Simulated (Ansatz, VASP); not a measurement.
Two plane-wave programs on SrTa2O2

The input INCAR:

```
  PREC = Accurate
  ENCUT = 700
  EDIFF = 1E-6
  ISMEAR = 0
  SIGMA = 0.1
  LREAL = False
  LASPH = True
  NELM = 120
  ALGO = Normal
  ISIF = 2
  LWAVE = False
  LCHARG = True
  GGA = PE
  LELF = True
  LVHAR = True
  NBANDS = 32
  GGA_COMPAT = False
```

Contents of KPOINTS:

```
Automatic mesh
0
Gamma
  4 4 4
```

Contents of POSCAR:

```
SrTa2O2
1.0
   -2.7365454400      2.7365454400      2.8722197900
    2.7365454400     -2.7365454400      2.8722197900
    2.7365454400      2.7365454400     -2.8722197900
Sr Ta O
1 2 2
Direct
    0.0000000000      0.0000000000      0.0000000000
    0.5000000000      0.0000000000      0.5000000000
    0.0000000000      0.5000000000      0.5000000000
    0.6455033900      0.6455033900      0.0000000000
    0.3544966100      0.3544966100      0.0000000000
```

Input for Ansatz:

```yaml
crystal:
  lattice:
    - [-2.73654544, 2.73654544, 2.87221979]
    - [2.73654544, -2.73654544, 2.87221979]
    - [2.73654544, 2.73654544, -2.87221979]
  atoms:
    - { symbol: Sr, position: [0.0, 0.0, 0.0] }
    - { symbol: Ta, position: [0.5, 0.0, 0.5] }
    - { symbol: Ta, position: [0.0, 0.5, 0.5] }
    - { symbol: O, position: [0.64550339, 0.64550339, 0.0] }
    - { symbol: O, position: [0.35449661, 0.35449661, 0.0] }
basis:
  ecutwfc: 420
kpoints:
  mp_grid: { grid: [4, 4, 4] }
hamiltonian:
  xc: pbe
scf:
  occupations: { method: gaussian, width: 0.1 }
  lower_state_search: "off"
output:
  forces: true
  stress: true
  eigenvalues: true
```

Alike in both runs: task single point; functional PBE; k mesh 4 × 4 × 4; occupations gaussian, width 0.1 eV; no spin polarisation.

|  | VASP | Ansatz |
| --- | --- | --- |
| version | VASP 6.6.1 | Ansatz 0.2.0 |
| potentials or method | VASP PAW PBE potentials, release 64 (Sr_sv, Ta_sv_GW, O), cutoff 700 eV | scalar-relativistic, plane waves, PAW |
| valence electrons in the cell | 48 | 48 |

```tsv
	VASP	Ansatz	Ansatz less VASP
gap on the k mesh at the Fermi level (eV)	none	none	-
pressure (GPa)	9.0	8.3	-0.69
traceless stress, the component that is largest in VASP (GPa)	1.70	0.58	-1.126
rms of the force components (eV/Å)	1.177	1.100	-0.0772
```

Atom by atom the forces differ by 0.077 eV/Å (rms over components). A gap of «none» marks a metal or a gap that the smearing closes.

The k mesh is coarse, so the values compare programs but aren't converged. Neither program's run includes spin-orbit coupling.
